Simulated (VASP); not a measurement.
Here is a VASP 6.6.1 calculation.

Contents of INCAR:

```
SYSTEM = InAs
PREC     = Accurate       ! precision mode
ENCUT    = 520            ! plane-wave cutoff, eV
EDIFF    = 1E-7           ! SCF threshold, eV
ISMEAR   = 0              ! smearing method
SIGMA    = 0.15           ! smearing width, eV
LREAL    = .FALSE.        ! projectors in reciprocal space
LASPH    = .TRUE.         ! aspherical terms in the spheres
NELM     = 80             ! most SCF steps
ALGO     = Normal         ! electronic algorithm
ISIF     = 2              ! what is computed and relaxed
LWAVE    = .FALSE.        ! write WAVECAR
LCHARG   = .FALSE.        ! write CHGCAR
GGA      = PS             ! functional
NBANDS   = 16             ! bands
```

File KPOINTS:

```
Automatic mesh
0
G
  16 16 16
  0 0 0
```

Contents of POSCAR:

```
InAs
1.0
    0.0000000000      2.9752172759      3.1239781397
    2.9752172759      0.0000000000      3.1239781397
    2.9752172759      2.9752172759      0.0000000000
In As
1 1
Direct
    0.0000000000      0.0000000000      0.0000000000
    0.7500000000      0.7500000000      0.7500000000
```

Potentials or basis: VASP PAW PBE potentials, release 64 (In_d, As).

Run with:

```bash
$ cat potpaw_PBE.64/In_d/POTCAR potpaw_PBE.64/As/POTCAR > POTCAR
$ mpirun -np 1 vasp_std > vasp.out
```

Predict the pressure.

1.2 GPa.

Predict the band gap on the k mesh.

zero (filled and empty bands touch).

Stress tensor (GPa, compression positive):
```
 1.78  0.00  0.00
 0.00  1.78  0.00
 0.00  0.00 -0.06
```

Caveat: the PAW data sets were made with another functional, which shifts forces and pressure a little; spin-orbit coupling is left out, which moves the levels of the heavy elements.
